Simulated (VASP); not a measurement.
Input of a VASP 6.6.1 run:

File INCAR:

```
SYSTEM = Sc4GeSe
PREC = Accurate ; ENCUT = 520
EDIFF = 1E-6 ; ISMEAR = 0
SIGMA = 0.1 ; LREAL = .FALSE.
LASPH = .TRUE. ; NELM = 60
ALGO = Normal ; ISIF = 2
LWAVE = .FALSE. ; LCHARG = .FALSE.
GGA = PE ; NBANDS = 41
```

Contents of KPOINTS:

```
regular mesh
0
G
  6 6 8
  0 0 0
```

The input POSCAR:

```
Sc4GeSe
1.0
    6.4313531205      0.0000000000      0.0000000000
    0.0000000000      6.4313531205      0.0000000000
    0.0000000000      0.0000000000      5.0352625770
Sc Ge Se
4 1 1
Direct
    0.3464040103      0.8098270751      0.5000000000
    0.6535959897      0.1901729249      0.5000000000
    0.1901729249      0.3464040103      0.5000000000
    0.8098270751      0.6535959897      0.5000000000
    0.0000000000      0.0000000000      0.0000000000
    0.0000000000      0.0000000000      0.5000000000
```

Potentials or basis: VASP PAW PBE potentials, release 64 (Sc_sv, Ge_d, Se).

Run with:

```console
$ cat potpaw_PBE.64/Sc_sv/POTCAR potpaw_PBE.64/Ge_d/POTCAR potpaw_PBE.64/Se/POTCAR > POTCAR
$ mpirun -np 1 vasp_std > vasp.out
```

Task: Estimate the largest force.

Result: 0.027 eV/Å.

Task: Predict the pressure.

Result: 0.0 GPa.

Task: What does it give for the band gap on the k mesh?

Result: Zero (bands 32 and 33 overlap by 0.53 eV).

Stress tensor (GPa, compression positive):
```
 0.07  0.00  0.00
 0.00  0.07  0.00
 0.00  0.00 -0.03
```
